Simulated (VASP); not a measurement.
A run of VASP 6.6.1 is set up as follows.

File INCAR:

```
SYSTEM = As
PREC = Accurate ; ENCUT = 520
EDIFF = 1E-7 ; ISMEAR = -1
SIGMA = 0.1 ; LREAL = .FALSE.
LASPH = .TRUE. ; NELM = 100
ALGO = Normal ; ISIF = 2
LWAVE = .FALSE. ; LCHARG = .FALSE.
GGA = PS ; NBANDS = 18
```

KPOINTS

```
Automatic mesh
0
G
  12 12 10
  0 0 0
```

Contents of POSCAR:

```
As
1.0
    1.8645550915     -5.4378302337      0.0000000000
    1.8645550915      5.4378302337      0.0000000000
    0.0000000000      0.0000000000      4.2862211865
As
4
Direct
    0.1119198591      0.8880801409      0.9443940612
    0.6119198591      0.3880801409      0.5556059388
    0.8880801409      0.1119198591      0.0556059388
    0.3880801409      0.6119198591      0.4443940612
```

Potentials or basis: VASP PAW PBE potentials, release 64 (As).

Run with:

```console
$ cat potpaw_PBE.64/As/POTCAR > POTCAR
$ mpirun -np 1 vasp_std > vasp.out
```

Problem. What does it give for the pressure?

Solution. 0.4 GPa.

Problem. What does it give for the largest force?

Solution. 0.079 eV/Å.

Problem. Estimate the band gap on the k mesh.

Solution. Zero (bands 10 and 11 overlap by 0.44 eV).

Stress tensor (GPa, compression positive):
```
0.34 0.00 0.00
0.00 0.51 0.00
0.00 0.00 0.40
```

Caveat: the PAW data sets were made with another functional, which shifts forces and pressure a little.
